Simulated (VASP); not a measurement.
**KCl (Sylvite): single point with PBE**

Crystal: KCl (Sylvite).

```xyz
2
Lattice="0.0000 3.1241 3.1241 3.1241 0.0000 3.1241 3.1241 3.1241 0.0000" Properties=species:S:1:pos:R:3 pbc="T T T"
K     0.0000    0.0000    0.0000
Cl    3.1241    3.1241    3.1241
```

This cell differs from its parent crystal: volume scaled by 0.94.

* Program: VASP 6.6.1
* Task: single point
* Functional: PBE
* Potentials or basis: VASP PAW PBE potentials, release 64 (K_sv, Cl)
* Cutoff: 520 eV
* k mesh: 6 × 6 × 6
* Occupations: gaussian, width 0.02 eV
* Spin: no spin polarisation
* Dipole correction: no
* Further INCAR settings: ALGO = Normal; EDIFF = 1e-06; NBANDS = 15

* Pressure: 1.2 GPa
* Band gap on the k mesh: 5.26 eV, direct

Levels at points of the mesh, in eV from the valence-band top:
```tsv
k point	band 4	band 5	band 6	band 7	band 8	band 9	band 10	band 11	band 12	band 13
(0.00, 0.00, 0.00)	-10.61	-10.61	0.00	0.00	0.00	5.26	8.39	8.39	8.39	9.28
(0.50, 0.00, 0.00)	-10.62	-10.35	-1.09	-0.34	-0.34	7.66	8.69	10.60	10.60	11.49
(0.50, 0.50, 0.00)	-10.67	-10.67	-0.67	-0.23	-0.23	6.52	8.45	10.20	10.28	10.72
```

Wall time 54 s on 1 thread of AMD EPYC 7R13, with other jobs on the host, peak memory 0.17 GiB.
